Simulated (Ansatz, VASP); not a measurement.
Two plane-wave programs on Hg

```
CELL_PARAMETERS angstrom
-2.96831 2.96831 1.59325
2.96831 -2.96831 1.59325
2.96831 2.96831 -1.59325
ATOMIC_POSITIONS crystal
Hg 0.00000 0.00000 0.00000
Hg 0.75000 0.25000 0.50000
```

Alike in both runs: task single point; functional PBE; k mesh 10 × 10 × 10; occupations fermi-dirac, width 0.05 eV; no spin polarisation.

```csv
,VASP,Ansatz
version,VASP 6.6.1,Ansatz 0.2.0
potentials or method,"VASP PAW PBE potentials, release 64 (Hg)",Ansatz PAW
plane-wave cutoff (eV),520,420
valence electrons in the cell,24,40
```

VASP gave:

- gap on the k mesh at the Fermi level (eV): none
- pressure (GPa): 0.7
- traceless stress, the component that is largest in VASP (GPa): -0.20

Task: Which values does Ansatz return?

Result: gap on the k mesh at the Fermi level (eV): none; pressure (GPa): 0.5; traceless stress, the component that is largest in VASP (GPa): -0.18.

A gap of «none» marks a metal or a gap that the smearing closes. With one functional, cell and mesh, what is left measures potentials, basis and numerics. VASP's potentials hold 24 valence electrons a cell and Ansatz's 40, so a difference there can come from the potentials and not from the codes.

Spin-orbit coupling is off throughout.
